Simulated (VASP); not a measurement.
Wanted: the native input for a VASP 6.6.1 run.

* Task: single point
* Functional: PBE
* Potentials or basis: VASP PAW PBE potentials, release 64 (Si, O)
* Cutoff: 520 eV
* k mesh: 1 × 1 × 1
* Occupations: fermi-dirac, width 0.05 eV
* Spin: no spin polarisation
* Dipole correction: no
* Further INCAR settings: LREAL = Auto; ALGO = Normal; EDIFF = 1e-06; NBANDS = 122

The structure of Si13O24 (a cell with a defect) lies in POSCAR:

```
Si13O24
1.0
   -2.4985500000      4.3276160000      5.4574000000
    4.9971000000      0.0000000000      5.4574000000
    4.9971000000      8.6552310000      0.0000000000
Si O
13 24
Direct
    0.7771136291      0.1937149706      0.1028684994
    0.1798206615      0.1898791956      0.1602620691
    0.5476209531      0.1253002181      0.9594205864
    0.7888584950      0.2326169329      0.6267219622
    0.1943192298      0.1752706848      0.6671411765
    0.5747709472      0.0892815320      0.4545126586
    0.2711161402      0.7337030045      0.3885873703
    0.6441868292      0.6559377723      0.4431663085
    0.0543938868      0.6110145495      0.1962748476
    0.2630655817      0.7480752546      0.8484872535
    0.6364546523      0.6232660938      0.9260952901
    0.0237555420      0.6089450113      0.6953823805
    0.5423362550      0.6842368384      0.1576823247
    1.0278465562      0.1778557929      0.0739754719
    0.3561376383      0.2931825508      0.0322317288
    0.1060799509      0.7319381530      0.0179459921
    0.2313712619      0.9804328939      0.3083931584
    0.1157754441      0.3704267767      0.2503073963
    0.7244375146      0.0282285901      0.0494051078
    1.0186829318      0.1132846718      0.6277511768
    0.3565937585      0.2186618577      0.5118753209
    0.0644320147      0.6833233267      0.5231937752
    0.2417164714      0.9700327132      0.7914570889
    0.0823894582      0.3693091529      0.7490903550
    0.6924866491      0.1823072088      0.5167607540
    0.4548715695      0.5752526655      0.4574101509
    0.8271980746      0.6575382467      0.2894901797
    0.6349635259      0.2055099596      0.2721847269
    0.7313314100      0.4698449744      0.5614267821
    0.6251274794      0.8613495975      0.4846535370
    0.2279018051      0.6786104535      0.2507533885
    0.4831720020      0.5814375191      0.8599443635
    0.7940912781      0.7132015720      0.7780587115
    0.6548714292      0.1980988497      0.7876586916
    0.7862513336      0.3978106739     -0.0331815351
    0.4612312512      0.9220831476      1.0145619750
    0.1735952351      0.6806577058      0.7454967387
```

The input as run:

INCAR

```
SYSTEM = Si13O24
PREC     = Accurate       ! precision mode
ENCUT    = 520            ! plane-wave cutoff, eV
EDIFF    = 1E-6           ! SCF threshold, eV
ISMEAR   = -1             ! smearing method
SIGMA    = 0.05           ! smearing width, eV
LREAL    = Auto         
LASPH    = .TRUE.         ! aspherical terms in the spheres
NELM     = 100            ! most SCF steps
ALGO     = Normal         ! electronic algorithm
ISIF     = 2              ! what is computed and relaxed
LWAVE    = .FALSE.        ! write WAVECAR
LCHARG   = .FALSE.        ! write CHGCAR
GGA      = PE             ! functional
NBANDS   = 122            ! bands
```

KPOINTS

```
regular mesh
0
G
  1 1 1
  0 0 0
```

Potentials or basis: VASP PAW PBE potentials, release 64 (Si, O).

The run is started by

```bash
$ cat potpaw_PBE.64/Si/POTCAR potpaw_PBE.64/O/POTCAR > POTCAR
$ mpirun -np 1 vasp_gam > vasp.out
```

Results of the run:

- Pressure: -1.7 GPa
- Largest force: 6.166 eV/Å
- Band gap on the k mesh: 2.33 eV

Caveat: the k points lie up to 0.93 Å⁻¹ apart; the atoms stand as in a frame of molecular dynamics.

It took 3.1 min on 1 thread of Intel Xeon 8259CL (shared host), peak memory 0.5 GiB.
